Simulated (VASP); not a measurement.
A run of VASP 6.6.1:

The input INCAR:

```
SYSTEM = Si6Sn
PREC = Accurate
ENCUT = 520
EDIFF = 1E-6
ISMEAR = 0
SIGMA = 0.1
LREAL = .FALSE.
LASPH = .TRUE.
NELM = 100
ALGO = Normal
ISIF = 2
LWAVE = .FALSE.
LCHARG = .TRUE.
GGA = PE
LELF = .TRUE.
LVHAR = .TRUE.
NBANDS = 28
```

The input KPOINTS:

```
regular mesh
0
G
  6 6 12
  0 0 0
```

File POSCAR:

```
Si6Sn
1.0
    7.3234830621      0.0000000000      0.0000000000
   -3.6617415310      6.3423223759      0.0000000000
    0.0000000000      0.0000000000      2.6185868248
Si Sn
6 1
Direct
    0.3086282022      0.4526855184      0.0000000000
    0.4526855184      0.1440573161      0.0000000000
    0.8559426839      0.3086282022      0.0000000000
    0.5473144816      0.8559426839      0.0000000000
    0.6913717978      0.5473144816      0.0000000000
    0.1440573161      0.6913717978      0.0000000000
    0.0000000000      0.0000000000      0.0000000000
```

Potentials or basis: VASP PAW PBE potentials, release 64 (Si, Sn_d).

Launch:

```bash
$ cat potpaw_PBE.64/Si/POTCAR potpaw_PBE.64/Sn_d/POTCAR > POTCAR
$ mpirun -np 1 vasp_std > vasp.out
```

Hardware: 1 thread of Intel Xeon 6975P-C (shared host).

Question: How long does it take, and how much memory?

Answer: Wall time 3 min on 1 thread of Intel Xeon 6975P-C (shared host), peak memory 0.33 GiB. Counts: scf iterations 13, k points 56.
